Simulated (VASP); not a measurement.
# P (Fm-3m) in VASP: notebook

P is run at these levels: PBE; tasks: single point.

Program: VASP 6.6.1. These are calculated values, not measurements. Logs are shortened: lines on timing, memory, paths and dates and some standing lists are left out, and cuts for length are marked.

## 1. The cell of the first run

The structure is cubic, space group Fm-3m (No. 225). The conventional cell has a = 3.799 Å, b = 3.799 Å, c = 3.799 Å, α = 90.00°, β = 90.00°, γ = 90.00°. Within 3.5 Å of P (site symmetry m-3m) lie 12 P at 2.69 Å.

This isn't the form of P at room conditions, which is orthorhombic.

## 2. Single point, PBE

INCAR reads:

```
SYSTEM = P
  PREC = Accurate
  ENCUT = 520
  EDIFF = 1E-6
  ISMEAR = -1
  SIGMA = 0.06122561905347299
  LREAL = .FALSE.
  LASPH = .TRUE.
  NELM = 60
  ALGO = Normal
  ISIF = 2
  LWAVE = .FALSE.
  LCHARG = .FALSE.
  GGA = PE
  NBANDS = 8
```

KPOINTS reads:

```
Automatic mesh
0
G
  48 48 48
  0 0 0
```

POSCAR reads:

```
P
1.0
    0.0000000000      1.8997318920      1.8997318920
    1.8997318920      0.0000000000      1.8997318920
    1.8997318920      1.8997318920      0.0000000000
P
1
Direct
    0.0000000000      0.0000000000      0.0000000000
```

Potentials or basis: VASP PAW PBE potentials, release 64 (P).

The run is started by

```bash
cat potpaw_PBE.64/P/POTCAR > POTCAR
mpirun -np 1 vasp_std > vasp.out
```

OUTCAR:

```text
SYSTEM = P
   PREC = Accurate
   ENCUT = 520
   EDIFF = 1E-6
   ISMEAR = -1
   LREAL = .FALSE.
   LASPH = .TRUE.
   NELM = 60
   ISIF = 2
   GGA = PE

 ion  position               nearest neighbor table
   1  0.000  0.000  0.000-

  LATTYP: Found a face centered cubic cell.
 ALAT       =     3.7994637840

  Lattice vectors:

 A1 = (   0.0000000000,   1.8997318920,   1.8997318920)
 A2 = (   1.8997318920,   0.0000000000,   1.8997318920)
 A3 = (   1.8997318920,   1.8997318920,   0.0000000000)

Analysis of symmetry for initial positions (statically):
=====================================================================
 Subroutine PRICEL returns:
 Original cell was already a primitive cell.

 Routine SETGRP: Setting up the symmetry group for a
 face centered cubic supercell.

 Subroutine GETGRP returns: Found 48 space group operations
 (whereof 48 operations were pure point group operations)
 out of a pool of 48 trial point group operations.

The static configuration has the point symmetry O_h .

Analysis of symmetry for dynamics (positions and initial velocities):
=====================================================================
 Subroutine PRICEL returns:
 Original cell was already a primitive cell.

 Routine SETGRP: Setting up the symmetry group for a
 face centered cubic supercell.

 Subroutine GETGRP returns: Found 48 space group operations
 (whereof 48 operations were pure point group operations)
 out of a pool of 48 trial point group operations.

The dynamic configuration has the point symmetry O_h .

 Subroutine INISYM returns: Found 48 space group operations
 (whereof 48 operations are pure point group operations),
 and found     1 'primitive' translations

----------------------------------------------------------------------------------------

                                     Primitive cell

  volume of cell :      13.7122

  direct lattice vectors                    reciprocal lattice vectors
     0.000000000  1.899731892  1.899731892    -0.263195034  0.263195034  0.263195034
     1.899731892  0.000000000  1.899731892     0.263195034 -0.263195034  0.263195034
     1.899731892  1.899731892  0.000000000     0.263195034  0.263195034 -0.263195034

  length of vectors
     2.686626607  2.686626607  2.686626607     0.455867171  0.455867171  0.455867171

  position of ions in fractional coordinates (direct lattice)
     0.000000000  0.000000000  0.000000000

[... 75 lines left out ...]
   EDIFF  = 0.1E-05   stopping-criterion for ELM
   LREAL  =      F    real-space projection
   EDIFFG = 0.1E-04   stopping-criterion for IOM
   NSW    =      0    number of steps for IOM
   IBRION =     -1    ionic relax: 0-MD 1-quasi-New 2-CG
   NFREE  =      0    steps in history (QN), initial steepest desc. (CG)
   ISIF   =      2    stress and relaxation
   ISYM   =      2    0-nonsym 1-usesym 2-fastsym
   POTIM  = 0.5000    time-step for ionic-motion
   TEBEG  =    0.0;   TEEND  =   0.0 temperature during run
   PSTRESS=    0.0 pullay stress
   NELECT =       5.0000    total number of electrons
   NUPDOWN=      -1.0000    fix difference up-down
   EMIN   =  10.00;   EMAX   =-10.00  energy-range for DOS
   EFERMI =   0.00;   METHOD = LEGACY
   ISMEAR =    -1;   SIGMA  =   0.06  broadening in eV -4-tet -1-fermi 0-gaus
   EFERMI_NEDOS =   21; number of points for ismear=-14 and -15
   IALGO  =     38    algorithm
   IMIX   =      4    mixing-type and parameters
     AMIX     =   0.40;   BMIX     =  1.00
     AMIX_MAG =   1.60;   BMIX_MAG =  1.00
  volume/ion in A,a.u.               =      13.71        92.53
  Fermi-wavevector in a.u.,A,eV,Ry     =   1.169578  2.210182 18.611582  1.367913
  Thomas-Fermi vector in A             =   2.306049
   LORBIT       =      0    0 simple, 1 ext, 2 COOP (PROOUT), +10 PAW based schemes
   GGA     = PE    functional components
   LHFCALC =     F    Hartree Fock is set to
   AEXX    =    0.0000 exact exchange contribution
   IVDW    =     0    specifies the selected vdW correction
   LEPSILON=     F    determine dielectric tensor
   LRPA    =     F    only Hartree local field effects (RPA)
 non-spin polarized calculation
  energy-cutoff  :      520.00
  volume of cell :       13.71
 maximum number of plane-waves:       381
   NGX =  9   NGY =  9   NGZ =  9

 number of electron       4.9999999 magnetization

 Free energy of the ion-electron system (eV)
  ---------------------------------------------------
  ext. energy  EPLUGINS =         0.00000000
  ---------------------------------------------------
  free energy    TOTEN  =        -4.50597553 eV

  energy without entropy =       -4.49985574  energy(sigma->0) =       -4.50291563

 E-fermi :  10.6535     XC(G=0): -11.7447

 val. band max:       10.6517935177   @ k =  -0.3750   0.2083   0.0417
 cond. band min:      10.6541692165   @ k =  -0.4583   0.4792   0.0625
 fundamental gap:      0.0023756988
 Fermi energy:        10.6534742268

 k-point     1 :       0.0000    0.0000    0.0000
  band No.  band energies     occupation
      1      -6.3149      2.00000
      2      17.9923      0.00000
      3      17.9923      0.00000
      4      17.9923      0.00000
      5      22.2018      0.00000
      6      22.2018      0.00000
      7      22.2018      0.00000
      8      28.7263      0.00000
[... 243 lines left out ...]
 k-point    24 :       0.4792    0.0000    0.0000
  band No.  band energies     occupation
      1      -0.2060      2.00000
      2       2.2919      2.00000
      3      15.8538      0.00000
      4      15.8538      0.00000
      5      21.2343      0.00000
      6      21.2343      0.00000
      7      21.7856      0.00000
      8      27.1096      0.00000

 [... further k-points ...]

------------------------ aborting loop because EDIFF is reached ----------------------------------------

  FORCE on cell =-STRESS in cart. coord.  units (eV):
  Direction    XX          YY          ZZ          XY          YZ          ZX
  --------------------------------------------------------------------------------------
  -------------------------------------------------------------------------------------
  Total        0.5074821      0.5074821      0.5074821     -0.0000000      0.0000000      0.0000000
  in kB       59.2958630     59.2958630     59.2958630     -0.0000000      0.0000000      0.0000000
  external PRESSURE =      59.2958630 kB  Pullay stress =       0.0000000 kB

 VOLUME and BASIS-vectors are now :
 -----------------------------------------------------------------------------
  energy-cutoff  :      520.00
  volume of cell :       13.71
      direct lattice vectors                 reciprocal lattice vectors
     0.000000000  1.899731892  1.899731892    -0.263195034  0.263195034  0.263195034
     1.899731892  0.000000000  1.899731892     0.263195034 -0.263195034  0.263195034
     1.899731892  1.899731892  0.000000000     0.263195034  0.263195034 -0.263195034

 POSITION                                       TOTAL-FORCE (eV/Angst)
 -----------------------------------------------------------------------------------
      0.00000      0.00000      0.00000        -0.000000      0.000000      0.000000
 -----------------------------------------------------------------------------------
    total drift:                                0.000000      0.000000     -0.000000

  FREE ENERGIE OF THE ION-ELECTRON SYSTEM (eV)
  ---------------------------------------------------
  free  energy   TOTEN  =        -4.5059755285 eV

  energy  without entropy=       -4.4998557391  energy(sigma->0) =       -4.50291563
```

OSZICAR:

```text
N       E                     dE             d eps       ncg     rms          rms(c)
DAV:   1     0.541026078806E+00    0.54103E+00   -0.21804E+03 46080   0.456E+02
DAV:   2    -0.447772723193E+01   -0.50188E+01   -0.47834E+01 67992   0.471E+01
DAV:   3    -0.451486340279E+01   -0.37136E-01   -0.37067E-01 48328   0.446E+00
DAV:   4    -0.451490430555E+01   -0.40903E-04   -0.40902E-04 76112   0.163E-01
DAV:   5    -0.451490431158E+01   -0.60307E-08   -0.57966E-08 48904   0.116E-03    0.450E+00
DAV:   6    -0.450859938393E+01    0.63049E-02   -0.40804E-03 50504   0.335E-01    0.262E+00
DAV:   7    -0.450597924461E+01    0.26201E-02   -0.70255E-03 48848   0.445E-01    0.110E-01
DAV:   8    -0.450597548442E+01    0.37602E-05   -0.68686E-05 66344   0.580E-02    0.182E-02
DAV:   9    -0.450597552854E+01   -0.44116E-07   -0.53774E-07 55440   0.608E-03
   1 F= -.45059755E+01 E0= -.45029156E+01  d E =-.611979E-02
```

It took 68 s on 1 thread of Intel Xeon 6975P-C (Granite Rapids), shared host; peak memory 0.34 GiB.

What came out:

* Free energy: -4.5060 eV
* Pressure: 5.9 GPa
* Band gap on the k mesh: zero (an odd number of electrons rules out a gap without spin polarisation)

Caveat: the cell stands under pressure.

## 3. Single point, PBE

This run uses another cell than the first one, of 14.00 Å³/atom.

INCAR reads:

```
PREC = Accurate ; ENCUT = 520
EDIFF = 1E-6 ; ISMEAR = -1
SIGMA = 0.06122561905347299 ; LREAL = False
LASPH = True ; NELM = 100
ALGO = Normal ; ISIF = 2
LWAVE = False ; LCHARG = False
GGA = PE ; NBANDS = 8
```

KPOINTS reads:

```
regular mesh
0
Gamma
  48 48 48
```

POSCAR reads:

```
P
1.0
    0.0000000000      1.9131107264      1.9131107264
    1.9131107264      0.0000000000      1.9131107264
    1.9131107264      1.9131107264      0.0000000000
P
1
Direct
    0.0000000000      0.0000000000      0.0000000000
```

Potentials or basis: VASP PAW PBE potentials, release 64 (P).

The run is started by

```bash
cat potpaw_PBE.64/P/POTCAR > POTCAR
mpirun -np 1 vasp_std > vasp.out
```

OUTCAR:

```text
PREC = Accurate
   ENCUT = 520
   EDIFF = 1E-6
   ISMEAR = -1
   LREAL = False
   LASPH = True
   NELM = 100
   ISIF = 2
   GGA = PE

 ion  position               nearest neighbor table
   1  0.000  0.000  0.000-

  LATTYP: Found a face centered cubic cell.
 ALAT       =     3.8262214528

  Lattice vectors:

 A1 = (   0.0000000000,   1.9131107264,   1.9131107264)
 A2 = (   1.9131107264,   0.0000000000,   1.9131107264)
[... 440 lines left out ...]
      6      20.8940      0.00000
      7      21.3032      0.00000
      8      26.7051      0.00000

 [... further k-points ...]

------------------------ aborting loop because EDIFF is reached ----------------------------------------

  FORCE on cell =-STRESS in cart. coord.  units (eV):
  Direction    XX          YY          ZZ          XY          YZ          ZX
  --------------------------------------------------------------------------------------
  -------------------------------------------------------------------------------------
  Total        0.3151852      0.3151852      0.3151852      0.0000000      0.0000000     -0.0000000
  in kB       36.0600267     36.0600267     36.0600267      0.0000000      0.0000000     -0.0000000
  external PRESSURE =      36.0600267 kB  Pullay stress =       0.0000000 kB

 VOLUME and BASIS-vectors are now :
 -----------------------------------------------------------------------------
  energy-cutoff  :      520.00
  volume of cell :       14.00
      direct lattice vectors                 reciprocal lattice vectors
     0.000000000  1.913110726  1.913110726    -0.261354449  0.261354449  0.261354449
     1.913110726  0.000000000  1.913110726     0.261354449 -0.261354449  0.261354449
     1.913110726  1.913110726  0.000000000     0.261354449  0.261354449 -0.261354449

 POSITION                                       TOTAL-FORCE (eV/Angst)
 -----------------------------------------------------------------------------------
      0.00000      0.00000      0.00000         0.000000      0.000000      0.000000
 -----------------------------------------------------------------------------------
    total drift:                                0.000000      0.000000     -0.000000

  FREE ENERGIE OF THE ION-ELECTRON SYSTEM (eV)
  ---------------------------------------------------
  free  energy   TOTEN  =        -4.5147260386 eV

  energy  without entropy=       -4.5084735804  energy(sigma->0) =       -4.51159981
```

Wall time 67 s (1 thread of Intel Xeon 6975P-C (Granite Rapids), shared host); peak memory 0.35 GiB.

Results:

```
Free energy            : -4.5147 eV
Pressure               : 3.6 GPa
Band gap on the k mesh : zero (an odd number of electrons rules out a gap without spin polarisation)
```

Caveat: the cell stands under pressure.

## 4. Single point, PBE

This run uses another cell than the first one, of 14.30 Å³/atom.

INCAR reads:

```
SYSTEM = P
ALGO = Normal
EDIFF = 1E-6
ENCUT = 520
GGA = PE
ISIF = 2
ISMEAR = -1
LASPH = .True.
LCHARG = .False.
LREAL = .False.
LWAVE = .False.
NBANDS = 8
NELM = 80
PREC = Accurate
SIGMA = 0.06122561905347299
```

KPOINTS reads:

```
k-points
0
Gamma
  48 48 48
  0 0 0
```

POSCAR reads:

```
P
1.0
    0.0000000000      1.9263050104      1.9263050104
    1.9263050104      0.0000000000      1.9263050104
    1.9263050104      1.9263050104      0.0000000000
P
1
Direct
    0.0000000000      0.0000000000      0.0000000000
```

The run is started by

```bash
cat potpaw_PBE.64/P/POTCAR > POTCAR
mpirun -np 1 vasp_std > vasp.out
```

Wall time 68 s (1 thread of Intel Xeon 6975P-C (Granite Rapids), shared host); peak memory 0.35 GiB.

The run converged. Its results:

| Property | Result |
| --- | --- |
| Free energy | -4.5194 eV |
| Pressure | 1.5 GPa |
| Band gap on the k mesh | zero (an odd number of electrons rules out a gap without spin polarisation) |

Levels at points of the mesh, in eV from the Fermi level:
```csv
k point,band 1,band 2,band 3,band 4,band 5,band 6
"(0.00, 0.00, 0.00)",-16.52,6.94,6.94,6.94,11.46,11.46
"(0.50, 0.00, 0.00)",-10.56,-8.17,4.92,4.92,10.51,10.51
"(0.50, 0.50, 0.00)",-7.87,-6.82,0.70,0.70,4.32,5.03
```

## 5. Single point, PBE

This run uses another cell than the first one, of 15.46 Å³/atom.

INCAR reads:

```
  PREC = Accurate
  ENCUT = 520
  EDIFF = 1E-6
  ISMEAR = -1
  SIGMA = 0.06122561905347299
  LREAL = False
  LASPH = True
  NELM = 100
  ALGO = Normal
  ISIF = 2
  LWAVE = False
  LCHARG = False
  GGA = PE
  NBANDS = 8
```

KPOINTS reads:

```
Automatic mesh
0
Gamma
  48 48 48
```

POSCAR reads:

```
P
1.0
    0.0000000000      1.9773565376      1.9773565376
    1.9773565376      0.0000000000      1.9773565376
    1.9773565376      1.9773565376      0.0000000000
P
1
Direct
    0.0000000000      0.0000000000      0.0000000000
```

The run is started by

```bash
cat potpaw_PBE.64/P/POTCAR > POTCAR
mpirun -np 1 vasp_std > vasp.out
```

Run time: 3.3 min. Hardware: 1 thread of AMD EPYC 7R13 (Zen 3), shared host; peak memory 0.37 GiB.

The run converged. Its results:

| Item | Value |
| --- | --- |
| Free energy | -4.5050 eV |
| Pressure | -5.1 GPa |
| Band gap on the k mesh | zero (an odd number of electrons rules out a gap without spin polarisation) |

Levels at points of the mesh, in eV from the Fermi level:
```csv
k point,band 1,band 2,band 3,band 4,band 5,band 6,band 7
"(0.00, 0.00, 0.00)",-15.71,6.24,6.24,6.24,11.30,11.30,11.30
"(0.50, 0.00, 0.00)",-10.30,-7.54,4.42,4.42,10.23,10.42,10.42
"(0.50, 0.50, 0.00)",-7.89,-6.29,0.63,0.63,4.58,4.96,22.24
```

Caveat: the cell stands under tension.

## 6. Overview

```csv
cell,gap on the mesh (eV),pressure (GPa)
"a = 2.687 Å, angles 60.0°, 1 atom",none,5.9
"a = 2.706 Å, angles 60.0°, 1 atom",none,3.6
"a = 2.724 Å, angles 60.0°, 1 atom",none,1.5
"a = 2.796 Å, angles 60.0°, 1 atom",none,-5.1
```

Alike in all rows: task single point; level PBE; potentials or basis VASP PAW PBE potentials, release 64 (P); no spin polarisation; k mesh 48 × 48 × 48; cutoff (eV) 520; smearing fermi-dirac 0.0612256 eV.

Caveats: the cell stands under pressure (at least some runs); the cell stands under tension (at least some runs).

Total energies depend on the potentials used, so only differences within one code and one set of settings carry meaning.
